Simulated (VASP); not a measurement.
# Al3Cu (Cmmm) in VASP: notebook

The runs below take Al3Cu through single point, with PBEsol.

Everything below comes from runs of VASP 6.6.1. Logs are shortened: lines on timing, memory, paths and dates and some standing lists are left out, and cuts for length are marked.

### Step 1. The cell of the first run

It takes space group Cmmm (No. 65, orthorhombic). The conventional cell has a = 5.264 Å, b = 5.745 Å, c = 3.892 Å, α = 90.00°, β = 90.00°, γ = 90.00°. Al (site symmetry 2/m) has 8 Al at 2.63 to 2.87 Å and 4 Cu at 2.75 Å within 3.5 Å. Al (site symmetry mmm) has 4 Cu at 2.63 to 2.87 Å and 8 Al at 2.75 Å within 3.5 Å. Within 3.5 Å of Cu (site symmetry mmm) lie 12 Al at 2.63 to 2.87 Å.

### Step 2. Single point, PBEsol (strain +0.0875 x Voigt [0, 0, 0, 0, 0, 1])

Input file INCAR:

```
SYSTEM = Al3Cu
  PREC = Accurate
  ENCUT = 520
  EDIFF = 1E-7
  ISMEAR = 0
  SIGMA = 0.15
  LREAL = .FALSE.
  LASPH = .TRUE.
  NELM = 80
  ALGO = Fast
  ISIF = 2
  LWAVE = .FALSE.
  LCHARG = .TRUE.
  GGA = PS
  LELF = .TRUE.
  LVHAR = .TRUE.
  NBANDS = 18
```

Input file KPOINTS:

```
regular mesh
0
G
  12 12 12
  0 0 0
```

Input file POSCAR:

```
Al3Cu
1.0
    3.8923537780      0.1702904778      0.0000000000
    0.1702904778      3.8923537780      0.0000000000
    0.0000000000      0.0000000000      3.8923537780
Al Cu
3 1
Direct
    0.0000000000      0.5000000000      0.5000000000
    0.5000000000      0.0000000000      0.5000000000
    0.5000000000      0.5000000000      0.0000000000
    0.0000000000      0.0000000000      0.0000000000
```

Potentials or basis: VASP PAW PBE potentials, release 64 (Al, Cu).

The run is started by

```bash
$ cat potpaw_PBE.64/Al/POTCAR potpaw_PBE.64/Cu/POTCAR > POTCAR
$ mpirun -np 1 vasp_std > vasp.out
```

OUTCAR:

```text
SYSTEM = Al3Cu
   PREC = Accurate
   ENCUT = 520
   EDIFF = 1E-7
   ISMEAR = 0
   LREAL = .FALSE.
   LASPH = .TRUE.
   NELM = 80
   ISIF = 2
   GGA = PS

 ion  position               nearest neighbor table
   1  0.000  0.500  0.500-   2 2.63   2 2.63   3 2.75   4 2.75   3 2.75   4 2.75   4 2.75   4 2.75
                             3 2.75   3 2.75   2 2.87   2 2.87
   2  0.500  0.000  0.500-   1 2.63   1 2.63   3 2.75   4 2.75   3 2.75   3 2.75   3 2.75   4 2.75
                             4 2.75   4 2.75   1 2.87   1 2.87
   3  0.500  0.500  0.000-   4 2.63   4 2.63   1 2.75   2 2.75   2 2.75   1 2.75   2 2.75   1 2.75
                             2 2.75   1 2.75   4 2.87   4 2.87
   4  0.000  0.000  0.000-   3 2.63   3 2.63   1 2.75   2 2.75   1 2.75   1 2.75   1 2.75   2 2.75
                             2 2.75   2 2.75   3 2.87   3 2.87

  LATTYP: Found a base centered orthorhombic cell.
 ALAT       =     5.2637923992
 B/A-ratio  =     1.0915032680
 C/A-ratio  =     0.7394580718

  Lattice vectors:

 A1 = (  -0.1702904778,  -3.8923537780,   0.0000000000)
 A2 = (   3.8923537780,   0.1702904778,   0.0000000000)
 A3 = (   0.0000000000,   0.0000000000,   3.8923537780)

Analysis of symmetry for initial positions (statically):
=====================================================================
 Subroutine PRICEL returns:
 Original cell was already a primitive cell.

 Routine SETGRP: Setting up the symmetry group for a
 base centered orthorhombic supercell.

 Subroutine GETGRP returns: Found  8 space group operations
 (whereof  8 operations were pure point group operations)
 out of a pool of  8 trial point group operations.

The static configuration has the point symmetry D_2h.

Analysis of symmetry for dynamics (positions and initial velocities):
=====================================================================
 Subroutine PRICEL returns:
 Original cell was already a primitive cell.

 Routine SETGRP: Setting up the symmetry group for a
 base centered orthorhombic supercell.

 Subroutine GETGRP returns: Found  8 space group operations
 (whereof  8 operations were pure point group operations)
 out of a pool of  8 trial point group operations.

The dynamic configuration has the point symmetry D_2h.

 Subroutine INISYM returns: Found  8 space group operations
 (whereof  8 operations are pure point group operations),
 and found     1 'primitive' translations

[... 96 lines left out ...]
   ENCUT  =  520.0 eV  38.22 Ry    6.18 a.u.   7.24  7.24  7.24*2*pi/ulx,y,z
   NELM   =     80;   NELMIN=  2; NELMDL= -5     # of ELM steps
   EDIFF  = 0.1E-06   stopping-criterion for ELM
   LREAL  =      F    real-space projection
   EDIFFG = 0.1E-05   stopping-criterion for IOM
   NSW    =      0    number of steps for IOM
   IBRION =     -1    ionic relax: 0-MD 1-quasi-New 2-CG
   NFREE  =      0    steps in history (QN), initial steepest desc. (CG)
   ISIF   =      2    stress and relaxation
   ISYM   =      2    0-nonsym 1-usesym 2-fastsym
   POTIM  = 0.5000    time-step for ionic-motion
   TEBEG  =    0.0;   TEEND  =   0.0 temperature during run
   PSTRESS=    0.0 pullay stress
   NELECT =      20.0000    total number of electrons
   NUPDOWN=      -1.0000    fix difference up-down
   EMIN   =  10.00;   EMAX   =-10.00  energy-range for DOS
   EFERMI =   0.00;   METHOD = LEGACY
   ISMEAR =     0;   SIGMA  =   0.15  broadening in eV -4-tet -1-fermi 0-gaus
   EFERMI_NEDOS =   21; number of points for ismear=-14 and -15
   IALGO  =     68    algorithm
   IMIX   =      4    mixing-type and parameters
     AMIX     =   0.40;   BMIX     =  1.00
     AMIX_MAG =   1.60;   BMIX_MAG =  1.00
  volume/ion in A,a.u.               =      14.71        99.30
  Fermi-wavevector in a.u.,A,eV,Ry     =   1.142396  2.158815 17.756526  1.305068
  Thomas-Fermi vector in A             =   2.279094
   LORBIT       =      0    0 simple, 1 ext, 2 COOP (PROOUT), +10 PAW based schemes
   GGA     = PS    functional components
   LHFCALC =     F    Hartree Fock is set to
   AEXX    =    0.0000 exact exchange contribution
   IVDW    =     0    specifies the selected vdW correction
   LEPSILON=     F    determine dielectric tensor
   LRPA    =     F    only Hartree local field effects (RPA)
 non-spin polarized calculation
 RMM-DIIS sequential band-by-band and
 Gauss-broadening in eV      SIGMA  =   0.15
  energy-cutoff  :      520.00
  volume of cell :       58.86
 maximum number of plane-waves:      1606
 NGX is ok and might be reduce to    30
   NGX = 15   NGY = 15   NGZ = 15

 number of electron      19.9999985 magnetization

 Free energy of the ion-electron system (eV)
  ---------------------------------------------------
  ext. energy  EPLUGINS =         0.00000000
  ---------------------------------------------------
  free energy    TOTEN  =       -16.67840572 eV

  energy without entropy =      -16.66270272  energy(sigma->0) =      -16.67055422

 E-fermi :   8.4364     XC(G=0): -10.9366

 val. band max:        8.4314937934   @ k =   0.3333  -0.0000   0.1667
 cond. band min:       8.4411802570   @ k =  -0.4167   0.1667   0.0833
 fundamental gap:      0.0096864636
 Fermi energy:         8.4363875241

 k-point     1 :       0.0000    0.0000    0.0000
  band No.  band energies     occupation
      1      -2.8609      2.00000
      2       4.0503      2.00000
      3       4.0687      2.00000
      4       4.7567      2.00000
      5       4.7790      2.00000
      6       4.8203      2.00000
[... 481 lines left out ...]
      5       4.4379      2.00000
      6       4.7442      2.00000
[... 10 lines left out ...]
     17      15.1882      0.00000
     18      16.9539      0.00000

 [... further k-points ...]
[... 5 lines left out ...]
  --------------------------------------------------------------------------------------
  -------------------------------------------------------------------------------------
  Total        0.6144721      0.6144721      0.0111071     -1.0361242      0.0000000      0.0000000
  in kB       16.7266094     16.7266094      0.3023482    -28.2044451      0.0000000      0.0000000
  external PRESSURE =      11.2518557 kB  Pullay stress =       0.0000000 kB

 VOLUME and BASIS-vectors are now :
 -----------------------------------------------------------------------------
  energy-cutoff  :      520.00
  volume of cell :       58.86
      direct lattice vectors                 reciprocal lattice vectors
     3.892353778  0.170290478  0.000000000     0.257406647 -0.011261541  0.000000000
     0.170290478  3.892353778  0.000000000    -0.011261541  0.257406647  0.000000000
     0.000000000  0.000000000  3.892353778     0.000000000  0.000000000  0.256913954

 POSITION                                       TOTAL-FORCE (eV/Angst)
 -----------------------------------------------------------------------------------
      0.08515      1.94618      1.94618         0.000000      0.000000      0.000000
      1.94618      0.08515      1.94618         0.000000      0.000000      0.000000
      2.03132      2.03132      0.00000        -0.000000      0.000000      0.000000
      0.00000      0.00000      0.00000         0.000000      0.000000      0.000000
 -----------------------------------------------------------------------------------
    total drift:                                0.000000     -0.000000      0.000000

  FREE ENERGIE OF THE ION-ELECTRON SYSTEM (eV)
  ---------------------------------------------------
  free  energy   TOTEN  =       -16.6784057198 eV

  energy  without entropy=      -16.6627027184  energy(sigma->0) =      -16.67055422
```

stdout:

```text
POSCAR found type information on POSCAR AlCu
 POSCAR found :  2 types and       4 ions
 scaLAPACK will be used
 -----------------------------------------------------------------------------
|                                                                             |
|                                                                             |
|     You enforced a specific xc type in the INCAR file but a different       |
|     I HOPE YOU KNOW WHAT YOU ARE DOING!                                     |
|                                                                             |
 -----------------------------------------------------------------------------

 LDA part: xc-table for (Slater+PW92), standard interpolation
 POSCAR, INCAR and KPOINTS ok, starting setup
 FFT: planning ... GRIDC
 FFT: planning ... GRID_SOFT
 FFT: planning ... GRID
 WAVECAR not read
 entering main loop
```

Wall time 11 min (1 thread of Intel Xeon 8259CL, shared host); peak memory 0.4 GiB.

What came out:

* Free energy: -16.6784 eV
* Pressure: 1.1 GPa
* Band gap on the k mesh: zero (bands 10 and 11 overlap by 4.34 eV)

Caveat: the cell differs from its parent crystal (strain +0.0875 x Voigt [0, 0, 0, 0, 0, 1]); the PAW data sets were made with another functional, which shifts forces and pressure a little.

### Step 3. Single point, PBEsol (strain +0.0625 x Voigt [0, 0, 0, 0, 0, 1])

Input file INCAR:

```
PREC = Accurate
ENCUT = 520
EDIFF = 1E-7
ISMEAR = 0
SIGMA = 0.15
LREAL = False
LASPH = True
NELM = 100
ALGO = Fast
ISIF = 2
LWAVE = False
LCHARG = True
GGA = PS
LELF = True
LVHAR = True
NBANDS = 18
```

Input file KPOINTS:

```
regular mesh
0
Gamma
  12 12 12
```

Changes to POSCAR since step 2:

```diff
@@ -2,4 +2,4 @@
 1.0
-    3.8923537780      0.1702904778      0.0000000000
-    0.1702904778      3.8923537780      0.0000000000
+    3.8923537780      0.1216360556      0.0000000000
+    0.1216360556      3.8923537780      0.0000000000
     0.0000000000      0.0000000000      3.8923537780
```

Potentials or basis: VASP PAW PBE potentials, release 64 (Al, Cu).

The run is started by

```bash
$ cat potpaw_PBE.64/Al/POTCAR potpaw_PBE.64/Cu/POTCAR > POTCAR
$ mpirun -np 1 vasp_std > vasp.out
```

OUTCAR:

```text
PREC = Accurate
   ENCUT = 520
   EDIFF = 1E-7
   ISMEAR = 0
   LREAL = False
   LASPH = True
   NELM = 100
   ISIF = 2
   GGA = PS

 ion  position               nearest neighbor table
   1  0.000  0.500  0.500-   2 2.67   2 2.67   3 2.75   4 2.75   3 2.75   4 2.75   4 2.75   4 2.75
                             3 2.75   3 2.75   2 2.84   2 2.84
   2  0.500  0.000  0.500-   1 2.67   1 2.67   3 2.75   4 2.75   3 2.75   3 2.75   3 2.75   4 2.75
                             4 2.75   4 2.75   1 2.84   1 2.84
   3  0.500  0.500  0.000-   4 2.67   4 2.67   1 2.75   2 2.75   2 2.75   1 2.75   2 2.75   1 2.75
                             2 2.75   1 2.75   4 2.84   4 2.84
   4  0.000  0.000  0.000-   3 2.67   3 2.67   1 2.75   2 2.75   1 2.75   1 2.75   1 2.75   2 2.75
                             2 2.75   2 2.75   3 2.84   3 2.84

  LATTYP: Found a base centered orthorhombic cell.
 ALAT       =     5.3326001429
 B/A-ratio  =     1.0645161291
 C/A-ratio  =     0.7299166774

  Lattice vectors:

 A1 = (  -0.1216360556,  -3.8923537780,   0.0000000000)
 A2 = (   3.8923537780,   0.1216360556,   0.0000000000)
 A3 = (   0.0000000000,   0.0000000000,   3.8923537780)

Analysis of symmetry for initial positions (statically):
=====================================================================
 Subroutine PRICEL returns:
 Original cell was already a primitive cell.

 Routine SETGRP: Setting up the symmetry group for a
 base centered orthorhombic supercell.

 Subroutine GETGRP returns: Found  8 space group operations
 (whereof  8 operations were pure point group operations)
 out of a pool of  8 trial point group operations.

The static configuration has the point symmetry D_2h.

Analysis of symmetry for dynamics (positions and initial velocities):
=====================================================================
 Subroutine PRICEL returns:
 Original cell was already a primitive cell.

 Routine SETGRP: Setting up the symmetry group for a
 base centered orthorhombic supercell.

[... 124 lines left out ...]
   EFERMI_NEDOS =   21; number of points for ismear=-14 and -15
   IALGO  =     68    algorithm
   IMIX   =      4    mixing-type and parameters
     AMIX     =   0.40;   BMIX     =  1.00
     AMIX_MAG =   1.60;   BMIX_MAG =  1.00
  volume/ion in A,a.u.               =      14.73        99.39
  Fermi-wavevector in a.u.,A,eV,Ry     =   1.142038  2.158139 17.745416  1.304251
  Thomas-Fermi vector in A             =   2.278737
   LORBIT       =      0    0 simple, 1 ext, 2 COOP (PROOUT), +10 PAW based schemes
   GGA     = PS    functional components
   LHFCALC =     F    Hartree Fock is set to
   AEXX    =    0.0000 exact exchange contribution
   IVDW    =     0    specifies the selected vdW correction
   LEPSILON=     F    determine dielectric tensor
   LRPA    =     F    only Hartree local field effects (RPA)
 non-spin polarized calculation
 RMM-DIIS sequential band-by-band and
 Gauss-broadening in eV      SIGMA  =   0.15
  energy-cutoff  :      520.00
  volume of cell :       58.91
 maximum number of plane-waves:      1601
 NGX is ok and might be reduce to    30
   NGX = 15   NGY = 15   NGZ = 15

 number of electron      19.9999989 magnetization

 Free energy of the ion-electron system (eV)
  ---------------------------------------------------
  ext. energy  EPLUGINS =         0.00000000
  ---------------------------------------------------
  free energy    TOTEN  =       -16.70044507 eV

  energy without entropy =      -16.68327368  energy(sigma->0) =      -16.69185938

 E-fermi :   8.4225     XC(G=0): -10.9341

 val. band max:        8.4191710707   @ k =   0.2500   0.2500   0.3333
 cond. band min:       8.4319252221   @ k =   0.4167   0.2500   0.0000
 fundamental gap:      0.0127541513
 Fermi energy:         8.4225427939

 k-point     1 :       0.0000    0.0000    0.0000
  band No.  band energies     occupation
      1      -2.8634      2.00000
      2       4.0567      2.00000
      3       4.0661      2.00000
      4       4.7686      2.00000
      5       4.7864      2.00000
      6       4.8141      2.00000
[... 481 lines left out ...]
      5       4.4427      2.00000
      6       4.7467      2.00000
[... 10 lines left out ...]
     17      15.2905      0.00000
     18      16.7544      0.00000

 [... further k-points ...]
[... 5 lines left out ...]
  --------------------------------------------------------------------------------------
  -------------------------------------------------------------------------------------
  Total        0.3770423      0.3770423      0.0256347     -0.7135593      0.0000000      0.0000000
  in kB       10.2538774     10.2538774      0.6971504    -19.4056448      0.0000000      0.0000000
  external PRESSURE =       7.0683017 kB  Pullay stress =       0.0000000 kB

 VOLUME and BASIS-vectors are now :
 -----------------------------------------------------------------------------
  energy-cutoff  :      520.00
  volume of cell :       58.91
      direct lattice vectors                 reciprocal lattice vectors
     3.892353778  0.121636056  0.000000000     0.257165092 -0.008036409  0.000000000
     0.121636056  3.892353778  0.000000000    -0.008036409  0.257165092  0.000000000
     0.000000000  0.000000000  3.892353778     0.000000000  0.000000000  0.256913954

 POSITION                                       TOTAL-FORCE (eV/Angst)
 -----------------------------------------------------------------------------------
      0.06082      1.94618      1.94618        -0.000000      0.000000      0.000000
      1.94618      0.06082      1.94618        -0.000000     -0.000000      0.000000
      2.00699      2.00699      0.00000         0.000000     -0.000000      0.000000
      0.00000      0.00000      0.00000        -0.000000     -0.000000      0.000000
 -----------------------------------------------------------------------------------
    total drift:                                0.000000     -0.000000      0.000000

  FREE ENERGIE OF THE ION-ELECTRON SYSTEM (eV)
  ---------------------------------------------------
  free  energy   TOTEN  =       -16.7004450725 eV

  energy  without entropy=      -16.6832736824  energy(sigma->0) =      -16.69185938
```

OSZICAR:

```text
N       E                     dE             d eps       ncg     rms          rms(c)
DAV:   1     0.736552712574E+02    0.73655E+02   -0.83310E+03 10848   0.115E+03
DAV:   2    -0.153171134888E+02   -0.88972E+02   -0.82658E+02 11136   0.213E+02
DAV:   3    -0.195436558680E+02   -0.42265E+01   -0.40625E+01 14828   0.525E+01
DAV:   4    -0.196462241907E+02   -0.10257E+00   -0.10203E+00 15362   0.661E+00
[... 10 lines left out ...]
RMM:  15    -0.167004499836E+02   -0.10696E-04   -0.80700E-05 14864   0.590E-02    0.542E-02
RMM:  16    -0.167004458493E+02    0.41343E-05   -0.32888E-05 14212   0.797E-02    0.296E-02
RMM:  17    -0.167004448816E+02    0.96767E-06   -0.86986E-06 14229   0.371E-02    0.183E-02
RMM:  18    -0.167004450716E+02   -0.18997E-06   -0.40584E-06 14781   0.129E-02    0.154E-02
RMM:  19    -0.167004450725E+02   -0.93291E-09   -0.37569E-07 10830   0.556E-03
   1 F= -.16700445E+02 E0= -.16691859E+02  d E =-.171714E-01
```

It took 11 min on 1 thread of Intel Xeon 8259CL, shared host; peak memory 0.4 GiB.

What came out:

```
Free energy            : -16.7004 eV
Pressure               : 0.7 GPa
Band gap on the k mesh : zero (bands 10 and 11 overlap by 4.29 eV)
```

Caveat: the cell differs from its parent crystal (strain +0.0625 x Voigt [0, 0, 0, 0, 0, 1]); the PAW data sets were made with another functional, which shifts forces and pressure a little.

### Step 4. Single point, PBEsol (strain -0.0500 x Voigt [0, 0, 0, 0, 0, 1])

Input file INCAR:

```
SYSTEM = Al3Cu
  ALGO = Fast
  EDIFF = 1E-7
  ENCUT = 520
  GGA = PS
  ISIF = 2
  ISMEAR = 0
  LASPH = .True.
  LCHARG = .True.
  LELF = .True.
  LREAL = .False.
  LVHAR = .True.
  LWAVE = .False.
  NBANDS = 18
  NELM = 60
  PREC = Accurate
  SIGMA = 0.15
```

Input file KPOINTS:

```
k-points
0
Gamma
  12 12 12
  0 0 0
```

Changes to POSCAR since step 3:

```diff
@@ -2,4 +2,4 @@
 1.0
-    3.8923537780      0.1216360556      0.0000000000
-    0.1216360556      3.8923537780      0.0000000000
+    3.8923537780     -0.0973088444      0.0000000000
+   -0.0973088444      3.8923537780      0.0000000000
     0.0000000000      0.0000000000      3.8923537780
```

The run is started by

```bash
$ cat potpaw_PBE.64/Al/POTCAR potpaw_PBE.64/Cu/POTCAR > POTCAR
$ mpirun -np 1 vasp_std > vasp.out
```

Wall time 13 min (1 thread of Intel Xeon 8259CL, shared host); peak memory 0.4 GiB.

It converged, with:

```
Free energy            : -16.7087 eV
Pressure               : 0.5 GPa
Band gap on the k mesh : zero (bands 10 and 11 overlap by 4.26 eV)
```

Stress tensor (GPa, compression positive):
```
0.72 1.60 0.00
1.60 0.72 0.00
0.00 0.00 0.03
```

Levels at points of the mesh, in eV from the Fermi level:
| k point | band 8 | band 9 | band 10 | band 11 | band 12 | band 13 |
| --- | --- | --- | --- | --- | --- | --- |
| (0.00, 0.00, 0.00) | -2.43 | -2.35 | -0.59 | 0.52 | 0.53 | 5.85 |
| (0.50, 0.00, 0.00) | 0.09 | 0.25 | 0.26 | 0.33 | 0.77 | 2.12 |
| (0.50, 0.50, 0.00) | -3.34 | -3.09 | 1.32 | 2.75 | 3.25 | 3.35 |
| (0.00, 0.00, 0.50) | 0.11 | 0.16 | 0.35 | 0.57 | 0.72 | 2.02 |
| (0.50, 0.00, 0.50) | -3.34 | -3.08 | 1.27 | 2.84 | 2.92 | 3.05 |
| (0.50, 0.50, 0.50) | -3.41 | -3.41 | -2.52 | -2.06 | -1.83 | -1.72 |

Caveat: the cell differs from its parent crystal (strain -0.0500 x Voigt [0, 0, 0, 0, 0, 1]); the PAW data sets were made with another functional, which shifts forces and pressure a little.

### Step 5. Overview

| cell | gap on the mesh (eV) | pressure (GPa) |
| --- | --- | --- |
| a = 3.896, b = 3.896, c = 3.892 Å, angles 90.0, 90.0, 85.0°, 4 atoms | none | 1.1 |
| a = 3.894, b = 3.894, c = 3.892 Å, angles 90.0, 90.0, 86.4°, 4 atoms | none | 0.7 |
| a = 3.894, b = 3.894, c = 3.892 Å, angles 90.0, 90.0, 92.9°, 4 atoms | none | 0.5 |

Alike in all rows: task single point; level PBEsol; potentials or basis VASP PAW PBE potentials, release 64 (Al, Cu); no spin polarisation; k mesh 12 × 12 × 12; cutoff (eV) 520; smearing gaussian 0.15 eV.

Caveats: the PAW data sets were made with another functional, which shifts forces and pressure a little.

Absolute energies hang on the potentials; compare differences alone.
